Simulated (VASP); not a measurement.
# Tc (P6_3/mmc) in VASP: notebook

Runs on Tc. Level: PBEsol. Tasks: relaxation of cell and atoms.

Program: VASP 6.6.1. These are calculated values, not measurements. Logs are shortened: lines on timing, memory, paths and dates and some standing lists are left out, and cuts for length are marked.

## Step 1: The cell of the first run

Symmetry: P6_3/mmc, No. 194, hexagonal system. The conventional cell has a = 2.739 Å, b = 2.739 Å, c = 8.770 Å, α = 90.00°, β = 90.00°, γ = 120.00°. Within 3.6 Å of Tc (site symmetry -6m2) lie 12 Tc at 2.70 to 2.74 Å. Tc (site symmetry -3m) has 12 Tc at 2.70 to 2.74 Å within 3.6 Å.

## Step 2: Relaxation of cell and atoms, PBEsol, target pressure 5 GPa, at which the enthalpy is minimised

File INCAR:

```
ALGO = Normal
EDIFF = 1E-6
EDIFFG = -0.01
ENCUT = 600
GGA = PS
IBRION = 2
ISIF = 3
ISMEAR = -1
LASPH = T
LCHARG = F
LREAL = F
LWAVE = F
NELM = 60
NSW = 60
PREC = Accurate
PSTRESS = 50.0
SIGMA = 0.05
```

File KPOINTS:

```
k-points
0
Gamma
  11 11 3
```

File POSCAR:

```
Tc
1.0
    2.7393552909      0.0000000000      0.0000000000
   -1.3696776454      2.3723512719      0.0000000000
    0.0000000000      0.0000000000      8.7696844400
Tc
4
Direct
    0.6666666667      0.3333333333      0.7500000000
    0.0000000000      0.0000000000      0.5000000000
    0.3333333333      0.6666666667      0.2500000000
    0.0000000000      0.0000000000      0.0000000000
```

Potentials or basis: VASP PAW PBE potentials, release 64 (Tc_pv).

Command:

```
cat potpaw_PBE.64/Tc_pv/POTCAR > POTCAR
mpirun -np 1 vasp_std > vasp.out
```

OUTCAR:

```text
EDIFF = 1E-6
   EDIFFG = -0.01
   ENCUT = 600
   GGA = PS
   IBRION = 2
   ISIF = 3
   ISMEAR = -1
   LASPH = T
   LREAL = F
   NELM = 60
   NSW = 60
   PREC = Accurate
   PSTRESS = 50.0

 ion  position               nearest neighbor table
   1  0.667  0.333  0.750-   2 2.70   4 2.70   2 2.70   4 2.70   2 2.70   4 2.70
   2  0.000  0.000  0.500-   1 2.70   3 2.70   3 2.70   1 2.70   1 2.70   3 2.70
   3  0.333  0.667  0.250-   2 2.70   4 2.70   2 2.70   4 2.70   2 2.70   4 2.70
   4  0.000  0.000  0.000-   1 2.70   3 2.70   3 2.70   1 2.70   1 2.70   3 2.70

  LATTYP: Found a hexagonal cell.
 ALAT       =     2.7393552909
 C/A-ratio  =     3.2013680259

  Lattice vectors:

 A1 = (   2.7393552909,   0.0000000000,   0.0000000000)
 A2 = (  -1.3696776454,   2.3723512719,   0.0000000000)
 A3 = (   0.0000000000,   0.0000000000,   8.7696844400)

Analysis of symmetry for initial positions (statically):
=====================================================================
 Subroutine PRICEL returns:
 Original cell was already a primitive cell.

 Routine SETGRP: Setting up the symmetry group for a
 hexagonal supercell.

 Subroutine GETGRP returns: Found 24 space group operations
 (whereof 12 operations were pure point group operations)
 out of a pool of 24 trial point group operations.

The static configuration has the point symmetry D_3d.
 The point group associated with its full space group is D_6h.

Analysis of symmetry for dynamics (positions and initial velocities):
=====================================================================
 Subroutine PRICEL returns:
 Original cell was already a primitive cell.

 Routine SETGRP: Setting up the symmetry group for a
 hexagonal supercell.

 Subroutine GETGRP returns: Found 24 space group operations
 (whereof 12 operations were pure point group operations)
 out of a pool of 24 trial point group operations.

The dynamic configuration has the point symmetry D_3d.
 The point group associated with its full space group is D_6h.

 Subroutine INISYM returns: Found 24 space group operations
 (whereof 12 operations are pure point group operations),
 and found     1 'primitive' translations

----------------------------------------------------------------------------------------

                                     Primitive cell

  volume of cell :      56.9917

  direct lattice vectors                    reciprocal lattice vectors
     2.739355291  0.000000000  0.000000000     0.365049398  0.210761368  0.000000000
    -1.369677645  2.372351272  0.000000000     0.000000000  0.421522736  0.000000000
     0.000000000  0.000000000  8.769684440     0.000000000  0.000000000  0.114029188

  length of vectors
     2.739355291  2.739355291  8.769684440     0.421522736  0.421522736  0.114029188

  position of ions in fractional coordinates (direct lattice)
     0.666666667  0.333333333  0.750000000
     0.000000000  0.000000000  0.500000000
     0.333333333  0.666666667  0.250000000
     0.000000000  0.000000000  0.000000000

  ion indices of the primitive-cell ions
   primitive index   ion index
                 1           1
                 2           2
                 3           3
                 4           4

----------------------------------------------------------------------------------------

 KPOINTS: k-points

Automatic generation of k-mesh.
 Grid dimensions read from file:
 generate k-points for:   11   11    3

 Generating k-lattice:

  Cartesian coordinates                     Fractional coordinates (reciprocal lattice)
     0.033186309  0.019160124  0.000000000     0.090909091 -0.000000000  0.000000000
     0.000000000  0.038320249  0.000000000     0.000000000  0.090909091  0.000000000
     0.000000000  0.000000000  0.038009729     0.000000000  0.000000000  0.333333333

  Length of vectors
     0.038320249  0.038320249  0.038009729

  Shift w.r.t. Gamma in fractional coordinates (k-lattice)
     0.000000000  0.000000000  0.000000000

 Subroutine IBZKPT returns following result:
 ===========================================

 Found     32 irreducible k-points:

 Following reciprocal coordinates:
            Coordinates               Weight
  0.000000  0.000000  0.000000      1.000000
  0.090909  0.000000  0.000000      6.000000
  0.181818  0.000000  0.000000      6.000000
  0.272727  0.000000  0.000000      6.000000
  0.363636 -0.000000  0.000000      6.000000
  0.454545  0.000000  0.000000      6.000000
[... 16 lines left out ...]
  0.090909  0.090909  0.333333     12.000000
  0.181818  0.090909  0.333333     24.000000
 [... further k-points ...]
   k-points           NKPTS =     32   k-points in BZ     NKDIM =     32   number of bands    NBANDS=     31
   number of dos      NEDOS =    301   number of ions     NIONS =      4
   total plane-waves  NPLWV =  40320
   dimension x,y,z NGX =    24 NGY =   24 NGZ =   70
   dimension x,y,z NGXF=    48 NGYF=   48 NGZF=  140
   ions per type =               4
   NGX,Y,Z   is equivalent  to a cutoff of  14.57, 14.57, 13.27 a.u.
   NGXF,Y,Z  is equivalent  to a cutoff of  29.13, 29.13, 26.54 a.u.
 SYSTEM =  unknown system
   PREC   = accura    normal or accurate (medium, high low for compatibility)
   ISTART =      0    job   : 0-new  1-cont  2-samecut
   ICHARG =      2    charge: 1-file 2-atom 10-const
   ISPIN  =      1    spin polarized calculation?
   LNONCOLLINEAR =      F non collinear calculations
   LSORBIT =      F    spin-orbit coupling
   LASPH  =      T    aspherical Exc in radial PAW
   ENCUT  =  600.0 eV  44.10 Ry    6.64 a.u.   5.47  5.47 17.52*2*pi/ulx,y,z
   NELM   =     60;   NELMIN=  2; NELMDL= -5     # of ELM steps
   EDIFF  = 0.1E-05   stopping-criterion for ELM
   LREAL  =      F    real-space projection
   EDIFFG = -.1E-01   stopping-criterion for IOM
   NSW    =     60    number of steps for IOM
   IBRION =      2    ionic relax: 0-MD 1-quasi-New 2-CG
   NFREE  =      1    steps in history (QN), initial steepest desc. (CG)
   ISIF   =      3    stress and relaxation
   ISYM   =      2    0-nonsym 1-usesym 2-fastsym
   POTIM  = 0.5000    time-step for ionic-motion
   TEBEG  =    0.0;   TEEND  =   0.0 temperature during run
   PSTRESS=   50.0 pullay stress
   NELECT =      52.0000    total number of electrons
   NUPDOWN=      -1.0000    fix difference up-down
   EMIN   =  10.00;   EMAX   =-10.00  energy-range for DOS
   EFERMI =   0.00;   METHOD = LEGACY
   ISMEAR =    -1;   SIGMA  =   0.05  broadening in eV -4-tet -1-fermi 0-gaus
   EFERMI_NEDOS =   21; number of points for ismear=-14 and -15
   IALGO  =     38    algorithm
   IMIX   =      4    mixing-type and parameters
     AMIX     =   0.40;   BMIX     =  1.00
     AMIX_MAG =   1.60;   BMIX_MAG =  1.00
  volume/ion in A,a.u.               =      14.25        96.15
  Fermi-wavevector in a.u.,A,eV,Ry     =   1.587835  3.000574 34.303301  2.521222
  Thomas-Fermi vector in A             =   2.686932
   LORBIT       =      0    0 simple, 1 ext, 2 COOP (PROOUT), +10 PAW based schemes
   GGA     = PS    functional components
   LHFCALC =     F    Hartree Fock is set to
   AEXX    =    0.0000 exact exchange contribution
   IVDW    =     0    specifies the selected vdW correction
   LEPSILON=     F    determine dielectric tensor
   LRPA    =     F    only Hartree local field effects (RPA)
 conjugate gradient relaxation of ions
 non-spin polarized calculation
  energy-cutoff  :      600.00
  volume of cell :       56.99
 maximum number of plane-waves:      1943
 NGX is ok and might be reduce to    24
   NGX = 11   NGY = 11   NGZ = 35

--------------------------------------- Ionic step        1  -------------------------------------------

 number of electron      52.0000010 magnetization

 Free energy of the ion-electron system (eV)
  ---------------------------------------------------
  ext. energy  EPLUGINS =         0.00000000
  ---------------------------------------------------
  free energy    TOTEN  =       -45.05289056 eV

  energy without entropy =      -45.02779895  energy(sigma->0) =      -45.04034475

------------------------ aborting loop because EDIFF is reached ----------------------------------------

  FORCE on cell =-STRESS in cart. coord.  units (eV):
  Direction    XX          YY          ZZ          XY          YZ          ZX
  --------------------------------------------------------------------------------------
  -------------------------------------------------------------------------------------
  Total       -2.2668271     -2.2668271     -1.6593038     -0.0000000      0.0000000     -0.0000000
  in kB      -63.7261452    -63.7261452    -46.6471546     -0.0000000      0.0000000     -0.0000000
  external PRESSURE =    -108.0331484 kB  Pullay stress =      50.0000000 kB
[... 99 lines left out ...]
  FREE ENERGIE OF THE ION-ELECTRON SYSTEM (eV)
  ---------------------------------------------------
  free  energy   TOTEN  =       -45.0624524475 eV

  energy  without entropy=      -45.0370964452  energy(sigma->0) =      -45.04977445

  enthalpy is  TOTEN    =       -43.3390421188 eV   P V=        1.7234103286

[... ionic steps 4 to 8 ...]

--------------------------------------- Ionic step        9  -------------------------------------------

 number of electron      52.0000000 magnetization

------------------------ aborting loop because EDIFF is reached ----------------------------------------

  FORCE on cell =-STRESS in cart. coord.  units (eV):
  Direction    XX          YY          ZZ          XY          YZ          ZX
  --------------------------------------------------------------------------------------
  -------------------------------------------------------------------------------------
  Total        1.7848633      1.7848633      1.8032800      0.0000000     -0.0000000     -0.0000000
  in kB       51.8900193     51.8900193     52.4254348      0.0000000     -0.0000000     -0.0000000
  external PRESSURE =       2.0684911 kB  Pullay stress =      50.0000000 kB
[... 65 lines left out ...]
  enthalpy is  TOTEN    =       -43.3395103210 eV   P V=        1.7233462707

--------------------------------------- Ionic step       11  -------------------------------------------

 number of electron      52.0000001 magnetization

 Free energy of the ion-electron system (eV)
  ---------------------------------------------------
  ext. energy  EPLUGINS =         0.00000000
  ---------------------------------------------------
  free energy    TOTEN  =       -45.06042831 eV

  energy without entropy =      -45.03529582  energy(sigma->0) =      -45.04786207

 E-fermi :  13.2223     XC(G=0): -14.1655

 val. band max:       13.2122271141   @ k =   0.0909   0.0000   0.0000
 cond. band min:      13.2498013856   @ k =   0.3636  -0.0000   0.0000
 fundamental gap:      0.0375742716
 Fermi energy:        13.2223197856

 k-point     1 :       0.0000    0.0000    0.0000
  band No.  band energies     occupation
      1     -26.3605      2.00000
      2     -25.6852      2.00000
      3     -25.5852      2.00000
      4     -25.0894      2.00000
      5     -25.0894      2.00000
      6     -24.9948      2.00000
[... 805 lines left out ...]
     30      14.0768      0.00000
     31      14.6674      0.00000

 [... further k-points ...]

------------------------ aborting loop because EDIFF is reached ----------------------------------------

  FORCE on cell =-STRESS in cart. coord.  units (eV):
  Direction    XX          YY          ZZ          XY          YZ          ZX
  --------------------------------------------------------------------------------------
  -------------------------------------------------------------------------------------
  Total        1.7136986      1.7136986      1.7211823      0.0000000      0.0000000      0.0000000
  in kB       49.7939366     49.7939366     50.0113874      0.0000000      0.0000000      0.0000000
  external PRESSURE =      -0.1335798 kB  Pullay stress =      50.0000000 kB
[... 19 lines left out ...]
  FREE ENERGIE OF THE ION-ELECTRON SYSTEM (eV)
  ---------------------------------------------------
  free  energy   TOTEN  =       -45.0604283073 eV

  energy  without entropy=      -45.0352958245  energy(sigma->0) =      -45.04786207

  enthalpy is  TOTEN    =       -43.3396378669 eV   P V=        1.7207904404

 reached required accuracy - stopping structural energy minimisation
```

Wall time 11 min (1 thread of Oxide Virtual Turin-like, shared host); peak memory 0.2 GiB.

What came out:

```yaml
Free_energy: -45.0604 eV
Relaxed_volume: 13.79 Å³/atom
Relaxed_cell: a = 2.705 Å, b = 2.705 Å, c = 8.701 Å, α = 90.00°, β = 90.00°, γ = 120.00°
Space_group_after_relaxing_to_0.1_Å: P6_3/mmc (No. 194)
Energy_change_on_relaxing_the_run_minimises_the_enthalpy: -1.9 meV/atom
Ionic_steps: 11
Pressure_after_relaxing: 5.0 GPa
Band_gap_on_the_k_mesh: zero (bands 26 and 27 overlap by 3.06 eV)
```

Step by step:
```csv
step,energy change (eV),largest force (eV/Å),pressure (GPa),volume (Å³)
1,0.0000,0.0000,-5.80,56.99
2,0.9625,0.0000,53.88,49.43
3,-0.0096,0.0000,4.45,55.22
4,-0.0072,0.0000,4.98,55.14
5,-0.0060,0.0000,5.22,55.11
6,-0.0065,0.0000,5.19,55.11
7,-0.0066,0.0000,5.20,55.11
8,-0.0066,0.0000,5.21,55.11
9,-0.0066,0.0000,5.21,55.11
10,-0.0100,0.0000,4.52,55.22
11,-0.0075,0.0000,4.99,55.14
```

Final structure:
```xyz
4
Lattice="2.7051 0.0000 0.0000 -1.3525 2.3427 0.0000 0.0000 0.0000 8.7012" Properties=species:S:1:pos:R:3 pbc="T T T"
Tc    1.3525    0.7809    6.5259
Tc    0.0000    0.0000    4.3506
Tc    0.0000    1.5618    2.1753
Tc    0.0000    0.0000    0.0000
```

Caveat: the cell is relaxed towards a set pressure, so the run minimises the enthalpy, not the energy; the PAW data sets were made with another functional, which shifts forces and pressure a little.

## Step 3: Relaxation of cell and atoms, PBEsol, target pressure 10 GPa, at which the enthalpy is minimised

File INCAR:

```
PREC = Accurate ; ENCUT = 600
EDIFF = 1E-6 ; ISMEAR = -1
SIGMA = 0.05 ; LREAL = False
LASPH = True ; NELM = 60
ALGO = Normal ; ISIF = 3
LWAVE = False ; LCHARG = False
GGA = PS ; IBRION = 2
NSW = 60 ; EDIFFG = -0.01
PSTRESS = 100.0
```

File KPOINTS:

```
regular mesh
0
Gamma
  11 11 3
```

POSCAR is that of step 2.

Potentials or basis: VASP PAW PBE potentials, release 64 (Tc_pv).

Command:

```
cat potpaw_PBE.64/Tc_pv/POTCAR > POTCAR
mpirun -np 1 vasp_std > vasp.out
```

Run time: 9.1 min. Hardware: 1 thread of Oxide Virtual Turin-like, shared host; peak memory 0.2 GiB.

It converged, with:

```yaml
Free_energy: -45.0253 eV
Relaxed_volume: 13.60 Å³/atom
Relaxed_cell: a = 2.693 Å, b = 2.693 Å, c = 8.662 Å, α = 90.00°, β = 90.00°, γ = 120.00°
Space_group_after_relaxing_to_0.1_Å: P6_3/mmc (No. 194)
Energy_change_on_relaxing_the_run_minimises_the_enthalpy: +6.9 meV/atom
Ionic_steps: 11
Pressure_after_relaxing: 10.0 GPa
Band_gap_on_the_k_mesh: zero (bands 26 and 27 overlap by 3.14 eV)
```

The path:
```tsv
step	energy change (eV)	largest force (eV/Å)	pressure (GPa)	volume (Å³)
1	0.0000	0.0000	-5.80	56.99
2	2.4698	0.0000	96.48	46.17
3	0.0171	0.0000	8.69	54.58
4	0.0264	0.0000	9.77	54.42
5	0.0295	0.0000	10.15	54.36
6	0.0289	0.0000	10.14	54.37
7	0.0289	0.0000	10.15	54.37
8	0.0289	0.0000	10.15	54.37
9	0.0289	0.0000	10.15	54.37
10	0.0240	0.0000	9.65	54.45
11	0.0276	0.0000	9.98	54.39
```

Final structure:
```
Tc
1.0
     2.69264    0.00000    0.00000
    -1.34632    2.33189    0.00000
     0.00000    0.00000    8.66183
Tc
4
Direct
  0.66667 0.33333 0.75000
  0.00000 0.00000 0.50000
  0.33333 0.66667 0.25000
  0.00000 0.00000 0.00000
```

Levels at points of the mesh, in eV from the Fermi level:
```tsv
k point	band 24	band 25	band 26	band 27	band 28	band 29
(0.00, 0.00, 0.00)	-1.37	-1.37	-1.24	-1.24	0.31	0.31
```

Caveat: the cell is relaxed towards a set pressure, so the run minimises the enthalpy, not the energy; the PAW data sets were made with another functional, which shifts forces and pressure a little.

The gap in the log of VASP goes by the Fermi energy; the results here count the filled bands.